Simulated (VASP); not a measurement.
# NaCl (scan) (Fm-3m) in VASP: notebook

NaCl (scan) is run at these levels: r2SCAN; tasks: single point.

All numbers are computed with VASP 6.6.1; they aren't measurements. Logs are shortened: lines on timing, memory, paths and dates and some standing lists are left out, and cuts for length are marked.

**1. The cell of the first run**

The structure is cubic, space group Fm-3m (No. 225). Conventional cell: a = 5.620 Å, b = 5.620 Å, c = 5.620 Å, α = 90.00°, β = 90.00°, γ = 90.00°. Within 3.7 Å of Na (site symmetry m-3m) lie 6 Cl at 2.81 Å. Within 3.7 Å of Cl (site symmetry m-3m) lie 6 Na at 2.81 Å.

**2. Single point, r2SCAN**

File POSCAR:

```
NaCl
1.0
    0.0000000000      2.8100000000      2.8100000000
    2.8100000000      0.0000000000      2.8100000000
    2.8100000000      2.8100000000      0.0000000000
Na Cl
1 1
Direct
    0.0000000000      0.0000000000      0.0000000000
    0.5000000000      0.5000000000      0.5000000000
```

File INCAR.step1:

```
SYSTEM = NaCl
PREC = Accurate
ENCUT = 520
ISMEAR = 0
SIGMA = 0.1
LREAL = .FALSE.
LASPH = .TRUE.
NELM = 100
NBANDS = 14
GGA = PE
ALGO = Normal
EDIFF = 1E-4
LWAVE = .TRUE.
LCHARG = .FALSE.
```

File INCAR.step2:

```
SYSTEM = NaCl
PREC = Accurate
ENCUT = 520
EDIFF = 1E-6
ISMEAR = 0
SIGMA = 0.1
LREAL = .FALSE.
LASPH = .TRUE.
NELM = 100
ALGO = Normal
ISIF = 2
LWAVE = .FALSE.
LCHARG = .FALSE.
METAGGA = R2SCAN
LMIXTAU = .TRUE.
NBANDS = 14
ISTART = 1
```

File KPOINTS:

```
regular mesh
0
G
  6 6 6
  0 0 0
```

Potentials or basis: VASP PAW PBE potentials, release 64 (Na_pv, Cl).

Run with:

```
> cat potpaw_PBE.64/Na_pv/POTCAR potpaw_PBE.64/Cl/POTCAR > POTCAR
> cp INCAR.step1 INCAR
> mpirun -np 1 vasp_std > vasp.out
> cp INCAR.step2 INCAR
> mpirun -np 1 vasp_std > vasp.out
```

OUTCAR:

```text
SYSTEM = NaCl
   PREC = Accurate
   ENCUT = 520
   EDIFF = 1E-6
   ISMEAR = 0
   LREAL = .FALSE.
   LASPH = .TRUE.
   NELM = 100
   ISIF = 2
   METAGGA = R2SCAN
   ISTART = 1

 ion  position               nearest neighbor table
   1  0.000  0.000  0.000-
   2  0.500  0.500  0.500-

  LATTYP: Found a face centered cubic cell.
 ALAT       =     5.6200000000

  Lattice vectors:

 A1 = (   0.0000000000,   2.8100000000,   2.8100000000)
 A2 = (   2.8100000000,   0.0000000000,   2.8100000000)
 A3 = (   2.8100000000,   2.8100000000,   0.0000000000)

Analysis of symmetry for initial positions (statically):
=====================================================================
 Subroutine PRICEL returns:
 Original cell was already a primitive cell.

 Routine SETGRP: Setting up the symmetry group for a
 face centered cubic supercell.

 Subroutine GETGRP returns: Found 48 space group operations
 (whereof 48 operations were pure point group operations)
 out of a pool of 48 trial point group operations.

The static configuration has the point symmetry O_h .

Analysis of symmetry for dynamics (positions and initial velocities):
=====================================================================
 Subroutine PRICEL returns:
 Original cell was already a primitive cell.

 Routine SETGRP: Setting up the symmetry group for a
 face centered cubic supercell.

 Subroutine GETGRP returns: Found 48 space group operations
 (whereof 48 operations were pure point group operations)
 out of a pool of 48 trial point group operations.

The dynamic configuration has the point symmetry O_h .

 Subroutine INISYM returns: Found 48 space group operations
 (whereof 48 operations are pure point group operations),
 and found     1 'primitive' translations

----------------------------------------------------------------------------------------

                                     Primitive cell

  volume of cell :      44.3761

  direct lattice vectors                    reciprocal lattice vectors
     0.000000000  2.810000000  2.810000000    -0.177935943  0.177935943  0.177935943
     2.810000000  0.000000000  2.810000000     0.177935943 -0.177935943  0.177935943
     2.810000000  2.810000000  0.000000000     0.177935943  0.177935943 -0.177935943

  length of vectors
     3.973940110  3.973940110  3.973940110     0.308194094  0.308194094  0.308194094

  position of ions in fractional coordinates (direct lattice)
     0.000000000  0.000000000  0.000000000
     0.500000000  0.500000000  0.500000000

[... 77 lines left out ...]
   PSTRESS=    0.0 pullay stress
   NELECT =      14.0000    total number of electrons
   NUPDOWN=      -1.0000    fix difference up-down
   EMIN   =  10.00;   EMAX   =-10.00  energy-range for DOS
   EFERMI =   0.00;   METHOD = LEGACY
   ISMEAR =     0;   SIGMA  =   0.10  broadening in eV -4-tet -1-fermi 0-gaus
   EFERMI_NEDOS =   21; number of points for ismear=-14 and -15
   IALGO  =     38    algorithm
   IMIX   =      4    mixing-type and parameters
     AMIX     =   0.40;   BMIX     =  1.00
     AMIX_MAG =   1.60;   BMIX_MAG =  1.00
  volume/ion in A,a.u.               =      22.19       149.73
  Fermi-wavevector in a.u.,A,eV,Ry     =   1.114469  2.106040 16.898985  1.242040
  Thomas-Fermi vector in A             =   2.251064
   LORBIT       =      0    0 simple, 1 ext, 2 COOP (PROOUT), +10 PAW based schemes
   METAGGA = R2SCAN    functional components
   LHFCALC =     F    Hartree Fock is set to
   AEXX    =    0.0000 exact exchange contribution
   IVDW    =     0    specifies the selected vdW correction
   LEPSILON=     F    determine dielectric tensor
   LRPA    =     F    only Hartree local field effects (RPA)
 non-spin polarized calculation
 Gauss-broadening in eV      SIGMA  =   0.10
  energy-cutoff  :      520.00
  volume of cell :       44.38
 maximum number of plane-waves:      1243
 NGX is ok and might be reduce to    30
   NGX = 15   NGY = 15   NGZ = 15

 number of electron      14.0000000 magnetization

 Free energy of the ion-electron system (eV)
  ---------------------------------------------------
  ext. energy  EPLUGINS =         0.00000000
  ---------------------------------------------------
  free energy    TOTEN  =       -13.78953111 eV

  energy without entropy =      -13.78953111  energy(sigma->0) =      -13.78953111

 E-fermi :  -0.6125     XC(G=0):  -8.6940

 val. band max:       -1.1028018792   @ k =   0.0000   0.0000   0.0000
 cond. band min:       4.8627390031   @ k =   0.0000   0.0000   0.0000
 fundamental gap:      5.9655408823
 Fermi energy:        -0.6125239933

 k-point     1 :       0.0000    0.0000    0.0000
  band No.  band energies     occupation
      1     -22.6023      2.00000
      2     -22.6020      2.00000
      3     -22.6020      2.00000
      4     -14.3494      2.00000
      5      -1.1028      2.00000
      6      -1.1028      2.00000
      7      -1.1028      2.00000
      8       4.8627      0.00000
      9      10.6678      0.00000
     10      10.6678      0.00000
     11      10.6678      0.00000
     12      12.9305      0.00000
     13      12.9305      0.00000
     14      14.5461      0.00000
[... 241 lines left out ...]
      1     -22.6188      2.00000
      2     -22.6130      2.00000
      3     -22.6118      2.00000
      4     -13.9342      2.00000
      5      -2.5810      2.00000
      6      -2.0420      2.00000
      7      -1.8334      2.00000
      8       8.2476      0.00000
      9       8.3977      0.00000
     10      10.2220      0.00000
     11      11.9610      0.00000
     12      15.2815      0.00000
     13      16.0673      0.00000
     14      16.2670      0.00000

------------------------ aborting loop because EDIFF is reached ----------------------------------------

  FORCE on cell =-STRESS in cart. coord.  units (eV):
  Direction    XX          YY          ZZ          XY          YZ          ZX
  --------------------------------------------------------------------------------------
  -------------------------------------------------------------------------------------
  Total       -0.1057806     -0.1057806     -0.1057806      0.0000000      0.0000000      0.0000000
  in kB       -3.8191579     -3.8191579     -3.8191579      0.0000000      0.0000000      0.0000000
  external PRESSURE =      -3.8191579 kB  Pullay stress =       0.0000000 kB

 VOLUME and BASIS-vectors are now :
 -----------------------------------------------------------------------------
  energy-cutoff  :      520.00
  volume of cell :       44.38
      direct lattice vectors                 reciprocal lattice vectors
     0.000000000  2.810000000  2.810000000    -0.177935943  0.177935943  0.177935943
     2.810000000  0.000000000  2.810000000     0.177935943 -0.177935943  0.177935943
     2.810000000  2.810000000  0.000000000     0.177935943  0.177935943 -0.177935943

 POSITION                                       TOTAL-FORCE (eV/Angst)
 -----------------------------------------------------------------------------------
      0.00000      0.00000      0.00000         0.000000     -0.000000     -0.000000
      2.81000      2.81000      2.81000        -0.000000      0.000000      0.000000
 -----------------------------------------------------------------------------------
    total drift:                               -0.000000      0.000000      0.000000

  FREE ENERGIE OF THE ION-ELECTRON SYSTEM (eV)
  ---------------------------------------------------
  free  energy   TOTEN  =       -13.7895311055 eV

  energy  without entropy=      -13.7895311055  energy(sigma->0) =      -13.78953111
```

OSZICAR.step1:

```text
N       E                     dE             d eps       ncg     rms          rms(c)
DAV:   1     0.961128869371E+02    0.96113E+02   -0.69769E+03   454   0.100E+03
DAV:   2     0.997834268093E+00   -0.95115E+02   -0.87876E+02   474   0.270E+02
DAV:   3    -0.683314403875E+01   -0.78310E+01   -0.77637E+01   586   0.714E+01
DAV:   4    -0.696525145866E+01   -0.13211E+00   -0.13203E+00   508   0.973E+00
DAV:   5    -0.696804635202E+01   -0.27949E-02   -0.27941E-02   576   0.144E+00    0.216E+00
DAV:   6    -0.677781121833E+01    0.19024E+00   -0.31786E-01   538   0.327E+00    0.161E+00
DAV:   7    -0.676633831133E+01    0.11473E-01   -0.82148E-02   600   0.164E+00    0.110E+00
DAV:   8    -0.677195895549E+01   -0.56206E-02   -0.99939E-03   520   0.856E-01    0.302E-01
DAV:   9    -0.677184009416E+01    0.11886E-03   -0.22008E-04   556   0.114E-01    0.165E-01
DAV:  10    -0.677195807647E+01   -0.11798E-03   -0.32804E-04   520   0.141E-01    0.707E-02
DAV:  11    -0.677194627171E+01    0.11805E-04   -0.19943E-05   356   0.422E-02
   1 F= -.67719463E+01 E0= -.67719463E+01  d E =-.132703E-13
```

Run time: 23 s. Hardware: 1 thread of AMD EPYC 9R45 (Zen 5), shared host; peak memory 0.13 GiB.

Results:

```yaml
Free_energy: -13.7895 eV
Pressure: -0.4 GPa
Band_gap_on_the_k_mesh: 5.97 eV, direct
```

Caveat: the PAW data sets were made with another functional, which shifts forces and pressure a little.

**3. Single point, r2SCAN**

This run uses another cell than the first one, of 17.26 Å³/atom, 0.778 times its volume.

File POSCAR:

```
NaCl
1.0
    0.0000000000      2.5841993485      2.5841993485
    2.5841993485      0.0000000000      2.5841993485
    2.5841993485      2.5841993485      0.0000000000
Na Cl
1 1
Direct
    0.0000000000      0.0000000000      0.0000000000
    0.5000000000      0.5000000000      0.5000000000
```

File INCAR.step1:

```
SYSTEM = NaCl
PREC = Accurate
ENCUT = 520
ISMEAR = 0
SIGMA = 0.02
LREAL = .False.
LASPH = .True.
NELM = 60
NBANDS = 14
GGA = PE
ALGO = Normal
EDIFF = 1E-4
LWAVE = .True.
LCHARG = .False.
```

File INCAR.step2:

```
SYSTEM = NaCl
PREC = Accurate
ENCUT = 520
EDIFF = 1E-6
ISMEAR = 0
SIGMA = 0.02
LREAL = .False.
LASPH = .True.
NELM = 60
ALGO = Normal
ISIF = 2
LWAVE = .False.
LCHARG = .False.
METAGGA = R2SCAN
LMIXTAU = .True.
NBANDS = 14
ISTART = 1
```

File KPOINTS:

```
regular mesh
0
Gamma
  8 8 8
  0 0 0
```

Potentials or basis: VASP PAW PBE potentials, release 64 (Na_pv, Cl).

Run with:

```
> cat potpaw_PBE.64/Na_pv/POTCAR potpaw_PBE.64/Cl/POTCAR > POTCAR
> cp INCAR.step1 INCAR
> mpirun -np 1 vasp_std > vasp.out
> cp INCAR.step2 INCAR
> mpirun -np 1 vasp_std > vasp.out
```

Run time: 29 s. Hardware: 1 thread of AMD EPYC 9R45 (Zen 5), shared host; peak memory 0.13 GiB.

The run converged. Its results:

```
Free energy            : -13.5259 eV
Pressure               : 11.7 GPa
Band gap on the k mesh : 7.25 eV, direct
```

Levels at points of the mesh, in eV from the valence-band top:
| k point | band 5 | band 6 | band 7 | band 8 | band 9 | band 10 |
| --- | --- | --- | --- | --- | --- | --- |
| (0.00, 0.00, 0.00) | 0.00 | 0.00 | 0.00 | 7.25 | 11.88 | 11.88 |
| (0.50, 0.00, 0.00) | -2.88 | -0.48 | -0.48 | 8.39 | 12.34 | 12.34 |
| (0.50, 0.50, 0.00) | -2.51 | -0.91 | -0.91 | 8.22 | 9.19 | 14.40 |

Caveat: the PAW data sets were made with another functional, which shifts forces and pressure a little. r2SCAN opens gaps a little over a GGA but as a rule still falls short of measured ones.
